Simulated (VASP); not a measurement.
Here is a VASP 6.6.1 calculation.

The input POSCAR:

```
Sb
1.0
   -1.6081876450      1.6081876450      2.7941653426
    1.6081876450     -1.6081876450      2.7941653426
    1.6081876450      1.6081876450     -2.7941653426
Sb
1
Direct
    0.0000000000      0.0000000000      0.0000000000
```

The input INCAR.step1:

```
PREC     = Accurate       # precision mode
ENCUT    = 400            # plane-wave cutoff, eV
EDIFF    = 1E-5           # SCF threshold, eV
ISMEAR   = -1             # smearing method
SIGMA    = 0.05           # smearing width, eV
LREAL    = F              # projectors in reciprocal space
LASPH    = T              # aspherical terms in the spheres
NELM     = 120            # most SCF steps
ALGO     = Normal         # electronic algorithm
ISIF     = 2              # what is computed and relaxed
LWAVE    = T              # write WAVECAR
LCHARG   = F              # write CHGCAR
GGA      = PE             # functional
NBANDS   = 14             # bands
GGA_COMPAT= F
```

Contents of INCAR.step2:

```
PREC     = Accurate       # precision mode
ENCUT    = 400            # plane-wave cutoff, eV
EDIFF    = 1E-6           # SCF threshold, eV
ISMEAR   = -1             # smearing method
SIGMA    = 0.05           # smearing width, eV
LREAL    = F              # projectors in reciprocal space
LASPH    = T              # aspherical terms in the spheres
NELM     = 120            # most SCF steps
ALGO     = Normal         # electronic algorithm
ISIF     = 2              # what is computed and relaxed
LWAVE    = F              # write WAVECAR
LCHARG   = F              # write CHGCAR
GGA      = PE             # functional
LHFCALC  = T              # exact exchange
AEXX     = 1.0            # exact-exchange fraction
ALDAC    = 0.0          
AGGAC    = 0.0          
PRECFOCK = Normal       
ISTART   = 1            
NBANDS   = 14             # bands
GGA_COMPAT= F
```

KPOINTS

```
regular mesh
0
Gamma
  6 6 6
```

Potentials or basis: VASP PAW PBE potentials, release 64 (Sb_d_GW).

Run with:

```sh
$ cat potpaw_PBE.64/Sb_d_GW/POTCAR > POTCAR
$ cp INCAR.step1 INCAR
$ mpirun -np 1 vasp_std > vasp.out
$ cp INCAR.step2 INCAR
$ mpirun -np 1 vasp_std > vasp.out
```

(1) What does it give for the pressure?

(2) Estimate the band gap on the k mesh.

## Answers

(1) -0.7 GPa.

(2) zero (an odd number of electrons rules out a gap without spin polarisation).

Caveat: the k points lie up to 0.38 Å⁻¹ apart, too coarse for converged energies and pressures of a metal; the PAW data sets were made with another functional, which shifts forces and pressure a little; spin-orbit coupling is left out, which moves the levels of the heavy elements; an odd number of electrons without spin polarisation forces a metal; a magnetic or distorted state may lie lower.
